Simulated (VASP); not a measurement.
HfO2, 3 atoms in the cell. The structure is cubic, space group Fm-3m (No. 225). The conventional cell has a = 5.032 Å, b = 5.032 Å, c = 5.032 Å, α = 90.00°, β = 90.00°, γ = 90.00°. Within 2.9 Å of Hf (site symmetry m-3m) lie 8 O at 2.18 Å. Within 2.9 Å of O (site symmetry -43m) lie 4 Hf at 2.18 Å and 6 O at 2.52 Å. 

- Program: VASP 6.6.1
- Task: single point
- Functional: LDA
- Potentials or basis: VASP PAW LDA potentials, release 64 (Hf_pv, O)
- Cutoff: 600 eV
- k mesh: 6 × 6 × 6
- Occupations: gaussian, width 0.1 eV
- Spin: no spin polarisation
- Dipole correction: no
- Further INCAR settings: ALGO = Normal; EDIFF = 1e-06; NBANDS = 18

Potentials or basis: VASP PAW LDA potentials, release 64 (Hf_pv, O).

Run with:

```bash
$ cat potpaw_LDA.64/Hf_pv/POTCAR potpaw_LDA.64/O/POTCAR > POTCAR
$ mpirun -np 1 vasp_std > vasp.out
```

Hardware: 1 thread of Intel(R) Xeon(R) Platinum 8259CL CPU @ 2.50GHz (Skylake/Cascade Lake) (shared host).

Problem. Estimate the wall time of this run.

Solution. Run time: 14 s on 1 thread of Intel(R) Xeon(R) Platinum 8259CL CPU @ 2.50GHz (Skylake/Cascade Lake), on a shared host, peak memory 0.14 GiB. Counts: scf iterations 12, k points 16.
